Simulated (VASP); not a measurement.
A run of VASP 6.6.1 is set up as follows.

File INCAR:

```
PREC = Accurate ; ENCUT = 520
EDIFF = 1E-7 ; ISMEAR = -1
SIGMA = 0.02 ; LREAL = False
LASPH = True ; NELM = 100
ALGO = Normal ; ISIF = 2
LWAVE = False ; LCHARG = False
GGA = PE ; NBANDS = 16
```

KPOINTS

```
Automatic mesh
0
Gamma
  6 6 6
```

The input POSCAR:

```
InSb
1.0
    0.0000000000      3.3123081477      3.3123081477
    3.3123081477      0.0000000000      3.3123081477
    3.3123081477      3.3123081477      0.0000000000
In Sb
1 1
Direct
    0.0000000000      0.0000000000      0.0000000000
    0.2500000000      0.2500000000      0.2500000000
```

Potentials or basis: VASP PAW PBE potentials, release 64 (In_d, Sb).

The run is started by

```console
$ cat potpaw_PBE.64/In_d/POTCAR potpaw_PBE.64/Sb/POTCAR > POTCAR
$ mpirun -np 1 vasp_std > vasp.out
```

Task: Predict the pressure.

Result: 0.2 GPa.

Task: Estimate the band gap on the k mesh.

Result: Zero (filled and empty bands touch).

Caveat: the cell differs from its parent crystal (strain +1.0%); semilocal functionals underestimate gaps, so a narrow gap can read as zero; spin-orbit coupling is left out, which moves the levels of the heavy elements.
